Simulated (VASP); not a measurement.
Set up this calculation in VASP 6.6.1, as the native input.

```
Task                   : relaxation of shape and atoms at fixed volume
Functional             : PBEsol
Potentials or basis    : VASP PAW PBE potentials, release 64 (Tl_d)
Cutoff                 : 600 eV
k mesh                 : 14 × 14 × 8
Occupations            : fermi-dirac, width 0.08 eV
Spin                   : no spin polarisation
Dipole correction      : no
Further INCAR settings : ALGO = Normal; EDIFF = 1e-06; IBRION = 2; EDIFFG = -0.005; NSW = 50; ISIF = 4
```

The structure of Tl lies in POSCAR:

```
Tl
1.0
    2.9159490443      0.0000000000      0.0000000000
   -1.4579745222      2.5252859485      0.0000000000
    0.0000000000      0.0000000000      4.6586812399
Tl
2
Direct
    0.3333333333      0.6666666667      0.2500000000
    0.6666666667      0.3333333333      0.7500000000
```

One way to write it, as run:

INCAR

```
  PREC = Accurate
  ENCUT = 600
  EDIFF = 1E-6
  ISMEAR = -1
  SIGMA = 0.08
  LREAL = False
  LASPH = True
  NELM = 60
  ALGO = Normal
  ISIF = 4
  LWAVE = False
  LCHARG = False
  GGA = PS
  IBRION = 2
  NSW = 50
  EDIFFG = -0.005
```

KPOINTS

```
regular mesh
0
Gamma
  14 14 8
```

Potentials or basis: VASP PAW PBE potentials, release 64 (Tl_d).

The run is started by

```bash
$ cat potpaw_PBE.64/Tl_d/POTCAR > POTCAR
$ mpirun -np 1 vasp_std > vasp.out
```

Results of the run:

```
Energy gained by relaxing : 5.0 meV/atom
Ionic steps               : 4
Pressure after relaxing   : 75.2 GPa
Band gap on the k mesh    : zero (band 13 reaches 18.95 eV, above the bottom of band 14 at 10.16 eV)
```

Caveat: the PAW data sets were made with another functional, which shifts forces and pressure a little; spin-orbit coupling is left out, which moves the levels of the heavy elements.

It took 68 s on 1 thread of Intel(R) Xeon(R) Platinum 8488C (Sapphire Rapids), with other jobs on the host, peak memory 0.21 GiB.
